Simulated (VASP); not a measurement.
Write the native input for VASP 6.6.1 that does the following.

```yaml
Task: single point
Functional: PBE
Potentials_or_basis: VASP PAW PBE potentials, release 64 (Al, N)
Cutoff: 520 eV
k_mesh: 8 × 8 × 3
Occupations: gaussian, width 0.05 eV
Spin: no spin polarisation
Dipole_correction: no
Further_INCAR_settings: ALGO = Normal; EDIFF = 1e-07; NBANDS = 26
```

The structure of AlN lies in POSCAR:

```
AlN
1.0
   -3.1302395629      0.0000000000      0.0000000000
   -1.5651197814     -2.7108669814      0.0000000000
   -0.3911234334     -0.2258152196     10.0359593112
Al N
4 4
Direct
    0.2579789573      0.2579789573      0.9046143587
    0.2996289573      0.2996289573      0.4046143587
    0.6537872906      0.6537872906      0.1546143587
    0.6121372906      0.6121372906      0.6546143587
    0.3253877094      0.3253877094      0.0953856413
    0.2837377094      0.2837377094      0.5953856413
    0.6378960427      0.6378960427      0.3453856413
    0.5962460427      0.5962460427      0.8453856413
```

The input as run:

INCAR

```
ALGO     = Normal         # electronic algorithm
EDIFF    = 1E-7           # SCF threshold, eV
ENCUT    = 520            # plane-wave cutoff, eV
GGA      = PE             # functional
ISIF     = 2              # what is computed and relaxed
ISMEAR   = 0              # smearing method
LASPH    = True           # aspherical terms in the spheres
LCHARG   = False          # write CHGCAR
LREAL    = False          # projectors in reciprocal space
LWAVE    = False          # write WAVECAR
NBANDS   = 26             # bands
NELM     = 100            # most SCF steps
PREC     = Accurate       # precision mode
SIGMA    = 0.05           # smearing width, eV
```

KPOINTS

```
k-points
0
Gamma
  8 8 3
```

Potentials or basis: VASP PAW PBE potentials, release 64 (Al, N).

The run is started by

```bash
$ cat potpaw_PBE.64/Al/POTCAR potpaw_PBE.64/N/POTCAR > POTCAR
$ mpirun -np 1 vasp_std > vasp.out
```

Results of the run:

```yaml
Pressure: -0.6 GPa
Largest_force: 0.944 eV/Å
Band_gap_on_the_k_mesh: 3.76 eV, direct
```

It took 47 s on 1 thread of Intel(R) Xeon(R) 6975P-C (Granite Rapids), on a shared host, peak memory 0.24 GiB.
